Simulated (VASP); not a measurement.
# Tc3Sn (Fm-3m) in VASP: notebook, part 2 of 2

VASP 6.6.1.

### Step 4. Single point, PBE

INCAR reads:

```
  ALGO = Normal
  EDIFF = 1E-7
  ENCUT = 520
  GGA = PE
  ISIF = 2
  ISMEAR = 1
  LASPH = True
  LCHARG = True
  LELF = True
  LREAL = False
  LVHAR = True
  LWAVE = False
  NBANDS = 34
  NELM = 80
  PREC = Accurate
  SIGMA = 0.2
```

KPOINTS reads:

```
k-points
0
Gamma
  6 6 6
```

POSCAR reads:

```
Tc3Sn
1.0
    0.0000000000      3.1722000000      3.1722000000
    3.1722000000      0.0000000000      3.1722000000
    3.1722000000      3.1722000000      0.0000000000
Tc Sn
3 1
Direct
    0.2500000000      0.2500000000      0.2500000000
    0.7500000000      0.7500000000      0.7500000000
    0.5000000000      0.5000000000      0.5000000000
    0.0000000000      0.0000000000      0.0000000000
```

Potentials or basis: VASP PAW PBE potentials, release 64 (Tc_pv, Sn_d).

The run is started by

```console
> cat potpaw_PBE.64/Tc_pv/POTCAR potpaw_PBE.64/Sn_d/POTCAR > POTCAR
> mpirun -np 1 vasp_std > vasp.out
```

OUTCAR:

```text
EDIFF = 1E-7
   ENCUT = 520
   GGA = PE
   ISIF = 2
   ISMEAR = 1
   LASPH = True
   LREAL = False
   NELM = 80
   PREC = Accurate

 ion  position               nearest neighbor table
   1  0.250  0.250  0.250-   4 2.75   4 2.75   4 2.75   3 2.75   4 2.75   3 2.75   3 2.75   3 2.75
                             2 3.17   2 3.17   2 3.17   2 3.17   2 3.17   2 3.17
   2  0.750  0.750  0.750-   3 2.75   3 2.75   3 2.75   3 2.75   4 2.75   4 2.75   4 2.75   4 2.75
                             1 3.17   1 3.17   1 3.17   1 3.17   1 3.17   1 3.17
   3  0.500  0.500  0.500-   1 2.75   1 2.75   1 2.75   1 2.75   2 2.75   2 2.75   2 2.75   2 2.75
                             4 3.17   4 3.17   4 3.17   4 3.17   4 3.17   4 3.17
   4  0.000  0.000  0.000-   2 2.75   2 2.75   2 2.75   1 2.75   2 2.75   1 2.75   1 2.75   1 2.75
                             3 3.17   3 3.17   3 3.17   3 3.17   3 3.17   3 3.17

  LATTYP: Found a face centered cubic cell.
 ALAT       =     6.3444000000

  Lattice vectors:

 A1 = (   0.0000000000,   3.1722000000,   3.1722000000)
 A2 = (   3.1722000000,   0.0000000000,   3.1722000000)
 A3 = (   3.1722000000,   3.1722000000,   0.0000000000)

Analysis of symmetry for initial positions (statically):
=====================================================================
 Subroutine PRICEL returns:
 Original cell was already a primitive cell.

 Routine SETGRP: Setting up the symmetry group for a
 face centered cubic supercell.

 Subroutine GETGRP returns: Found 48 space group operations
 (whereof 48 operations were pure point group operations)
 out of a pool of 48 trial point group operations.

The static configuration has the point symmetry O_h .

Analysis of symmetry for dynamics (positions and initial velocities):
=====================================================================
 Subroutine PRICEL returns:
 Original cell was already a primitive cell.

 Routine SETGRP: Setting up the symmetry group for a
 face centered cubic supercell.

 Subroutine GETGRP returns: Found 48 space group operations
 (whereof 48 operations were pure point group operations)
 out of a pool of 48 trial point group operations.

The dynamic configuration has the point symmetry O_h .

 Subroutine INISYM returns: Found 48 space group operations
 (whereof 48 operations are pure point group operations),
 and found     1 'primitive' translations

----------------------------------------------------------------------------------------

                                     Primitive cell

  volume of cell :      63.8428

  direct lattice vectors                    reciprocal lattice vectors
     0.000000000  3.172200000  3.172200000    -0.157619318  0.157619318  0.157619318
     3.172200000  0.000000000  3.172200000     0.157619318 -0.157619318  0.157619318
     3.172200000  3.172200000  0.000000000     0.157619318  0.157619318 -0.157619318

  length of vectors
     4.486168263  4.486168263  4.486168263     0.273004667  0.273004667  0.273004667

  position of ions in fractional coordinates (direct lattice)
     0.250000000  0.250000000  0.250000000
     0.750000000  0.750000000  0.750000000
     0.500000000  0.500000000  0.500000000
     0.000000000  0.000000000  0.000000000

  ion indices of the primitive-cell ions
   primitive index   ion index
                 1           1
                 2           2
[... 28 lines left out ...]

 Following reciprocal coordinates:
            Coordinates               Weight
  0.000000  0.000000  0.000000      1.000000
  0.166667  0.000000  0.000000      8.000000
  0.333333  0.000000  0.000000      8.000000
  0.500000  0.000000  0.000000      4.000000
  0.166667  0.166667  0.000000      6.000000
  0.333333  0.166667  0.000000     24.000000
[... 8 lines left out ...]
 -0.333333  0.333333  0.166667     24.000000
 -0.333333  0.500000  0.166667     12.000000
   k-points           NKPTS =     16   k-points in BZ     NKDIM =     16   number of bands    NBANDS=     34
   number of dos      NEDOS =    301   number of ions     NIONS =      4
   total plane-waves  NPLWV =  46656
   dimension x,y,z NGX =    36 NGY =   36 NGZ =   36
   dimension x,y,z NGXF=    72 NGYF=   72 NGZF=   72
   ions per type =               3   1
   NGX,Y,Z   is equivalent  to a cutoff of  13.34, 13.34, 13.34 a.u.
   NGXF,Y,Z  is equivalent  to a cutoff of  26.68, 26.68, 26.68 a.u.
 SYSTEM =  unknown system
   PREC   = accura    normal or accurate (medium, high low for compatibility)
   ISTART =      0    job   : 0-new  1-cont  2-samecut
   ICHARG =      2    charge: 1-file 2-atom 10-const
   ISPIN  =      1    spin polarized calculation?
   LNONCOLLINEAR =      F non collinear calculations
   LSORBIT =      F    spin-orbit coupling
   LASPH  =      T    aspherical Exc in radial PAW
   ENCUT  =  520.0 eV  38.22 Ry    6.18 a.u.   8.34  8.34  8.34*2*pi/ulx,y,z
   NELM   =     80;   NELMIN=  2; NELMDL= -5     # of ELM steps
   EDIFF  = 0.1E-06   stopping-criterion for ELM
   LREAL  =      F    real-space projection
   EDIFFG = 0.1E-05   stopping-criterion for IOM
   NSW    =      0    number of steps for IOM
   IBRION =     -1    ionic relax: 0-MD 1-quasi-New 2-CG
   NFREE  =      0    steps in history (QN), initial steepest desc. (CG)
   ISIF   =      2    stress and relaxation
   ISYM   =      2    0-nonsym 1-usesym 2-fastsym
   POTIM  = 0.5000    time-step for ionic-motion
   TEBEG  =    0.0;   TEEND  =   0.0 temperature during run
   PSTRESS=    0.0 pullay stress
   NELECT =      53.0000    total number of electrons
   NUPDOWN=      -1.0000    fix difference up-down
   EMIN   =  10.00;   EMAX   =-10.00  energy-range for DOS
   EFERMI =   0.00;   METHOD = LEGACY
   ISMEAR =     1;   SIGMA  =   0.20  broadening in eV -4-tet -1-fermi 0-gaus
   EFERMI_NEDOS =   21; number of points for ismear=-14 and -15
   IALGO  =     38    algorithm
   IMIX   =      4    mixing-type and parameters
     AMIX     =   0.40;   BMIX     =  1.00
     AMIX_MAG =   1.60;   BMIX_MAG =  1.00
  volume/ion in A,a.u.               =      15.96       107.71
  Fermi-wavevector in a.u.,A,eV,Ry     =   1.538614  2.907558 32.209504  2.367332
  Thomas-Fermi vector in A             =   2.644957
   LORBIT       =      0    0 simple, 1 ext, 2 COOP (PROOUT), +10 PAW based schemes
   GGA     = PE    functional components
   LHFCALC =     F    Hartree Fock is set to
   AEXX    =    0.0000 exact exchange contribution
   IVDW    =     0    specifies the selected vdW correction
   LEPSILON=     F    determine dielectric tensor
   LRPA    =     F    only Hartree local field effects (RPA)
 non-spin polarized calculation
 Methfessel and Paxton  Order N= 1 SIGMA  =   0.20
  energy-cutoff  :      520.00
  volume of cell :       63.84
 maximum number of plane-waves:      1759
 NGX is ok and might be reduce to    36
   NGX = 17   NGY = 17   NGZ = 17

 number of electron      53.0000002 magnetization

 Free energy of the ion-electron system (eV)
  ---------------------------------------------------
  ext. energy  EPLUGINS =         0.00000000
  ---------------------------------------------------
  free energy    TOTEN  =       -33.86591365 eV

  energy without entropy =      -33.86328858  energy(sigma->0) =      -33.86503863

 E-fermi :  12.3496     XC(G=0): -13.1366

 val. band max:       12.3019209085   @ k =   0.5000   0.5000   0.0000
 cond. band min:      12.3662639915   @ k =  -0.3333   0.3333   0.0000
 fundamental gap:      0.0643430830
 Fermi energy:        12.3495544191

 k-point     1 :       0.0000    0.0000    0.0000
  band No.  band energies     occupation
      1     -27.0809      2.00000
      2     -27.0809      2.00000
      3     -27.0809      2.00000
      4     -26.4161      2.00000
      5     -26.4161      2.00000
      6     -26.4161      2.00000
[... 581 lines left out ...]
     33      14.2269     -0.00000
     34      18.8930      0.00000

------------------------ aborting loop because EDIFF is reached ----------------------------------------

  FORCE on cell =-STRESS in cart. coord.  units (eV):
  Direction    XX          YY          ZZ          XY          YZ          ZX
  --------------------------------------------------------------------------------------
  -------------------------------------------------------------------------------------
  Total       -0.8107646     -0.8107646     -0.8107646     -0.0000000     -0.0000000      0.0000000
  in kB      -20.3466864    -20.3466864    -20.3466864     -0.0000000     -0.0000000      0.0000000
  external PRESSURE =     -20.3466864 kB  Pullay stress =       0.0000000 kB

 VOLUME and BASIS-vectors are now :
 -----------------------------------------------------------------------------
  energy-cutoff  :      520.00
  volume of cell :       63.84
      direct lattice vectors                 reciprocal lattice vectors
     0.000000000  3.172200000  3.172200000    -0.157619318  0.157619318  0.157619318
     3.172200000  0.000000000  3.172200000     0.157619318 -0.157619318  0.157619318
     3.172200000  3.172200000  0.000000000     0.157619318  0.157619318 -0.157619318

 POSITION                                       TOTAL-FORCE (eV/Angst)
 -----------------------------------------------------------------------------------
      1.58610      1.58610      1.58610         0.000000      0.000000      0.000000
      4.75830      4.75830      4.75830        -0.000000     -0.000000     -0.000000
      3.17220      3.17220      3.17220        -0.000000      0.000000     -0.000000
      0.00000      0.00000      0.00000        -0.000000      0.000000     -0.000000
 -----------------------------------------------------------------------------------
    total drift:                                0.000000      0.000000      0.000000

  FREE ENERGIE OF THE ION-ELECTRON SYSTEM (eV)
  ---------------------------------------------------
  free  energy   TOTEN  =       -33.8659136495 eV

  energy  without entropy=      -33.8632885771  energy(sigma->0) =      -33.86503863
```

stdout:

```text
POSCAR found type information on POSCAR TcSn
 POSCAR found :  2 types and       4 ions
 scaLAPACK will be used
 LDA part: xc-table for (Slater+PW92), standard interpolation
 POSCAR, INCAR and KPOINTS ok, starting setup
 FFT: planning ... GRIDC
 FFT: planning ... GRID_SOFT
 FFT: planning ... GRID
 WAVECAR not read
 entering main loop
```

Wall time 52 s (1 thread of AMD EPYC 7R13 (Zen 3), shared host); peak memory 0.18 GiB.

Results:

| Property | Result |
| --- | --- |
| Free energy | -33.8659 eV |
| Pressure | -2.0 GPa |

Caveat: spin-orbit coupling is left out, which moves the levels of the heavy elements.

### Step 5. Single point, PBE

INCAR reads:

```
SYSTEM = Tc3Sn
PREC = Accurate
ENCUT = 520
EDIFF = 1E-6
ISMEAR = 1
SIGMA = 0.1
LREAL = .FALSE.
LASPH = .TRUE.
NELM = 100
ALGO = Normal
ISIF = 2
LWAVE = .FALSE.
LCHARG = .TRUE.
GGA = PE
LELF = .TRUE.
LVHAR = .TRUE.
NBANDS = 34
```

KPOINTS reads:

```
regular mesh
0
G
  6 6 6
  0 0 0
```

POSCAR is that of step 4.

The run is started by

```console
> cat potpaw_PBE.64/Tc_pv/POTCAR potpaw_PBE.64/Sn_d/POTCAR > POTCAR
> mpirun -np 1 vasp_std > vasp.out
```

Wall time 48 s (1 thread of AMD EPYC 7R13 (Zen 3), shared host); peak memory 0.18 GiB.

The run converged. Its results:

```yaml
Free_energy: -33.8647 eV
Pressure: -2.0 GPa
```

Levels at points of the mesh, in eV from the Fermi level:
```csv
k point,band 22,band 23,band 24,band 25,band 26,band 27,band 28,band 29,band 30,band 31
"(0.00, 0.00, 0.00)",-2.59,-2.59,0.68,0.68,0.69,0.69,0.69,1.43,1.43,2.16
"(0.50, 0.00, 0.00)",-1.94,-1.94,-1.11,-1.11,-0.87,0.49,0.49,0.70,0.70,1.16
"(0.50, 0.50, 0.00)",-2.48,-2.48,-1.59,-0.55,-0.55,-0.07,0.15,0.45,1.33,1.41
```

Caveat: spin-orbit coupling is left out, which moves the levels of the heavy elements.

### Step 6. Summary

| smearing | gap on the mesh (eV) | pressure (GPa) |
| --- | --- | --- |
| methfessel-paxton 0.5 eV | none | -2.0 |
| methfessel-paxton 0.3 eV | none | -2.0 |
| methfessel-paxton 0.2 eV | none | -2.0 |
| methfessel-paxton 0.1 eV | none | -2.0 |

Alike in all rows: task single point; level PBE; potentials or basis VASP PAW PBE potentials, release 64 (Tc_pv, Sn_d); no spin polarisation; cell as given; k mesh 6 × 6 × 6; cutoff (eV) 520.

Every run on the cell as given and a fine mesh finds a metal.

Caveats: spin-orbit coupling is left out, which moves the levels of the heavy elements.

Absolute energies hang on the potentials; compare differences alone.
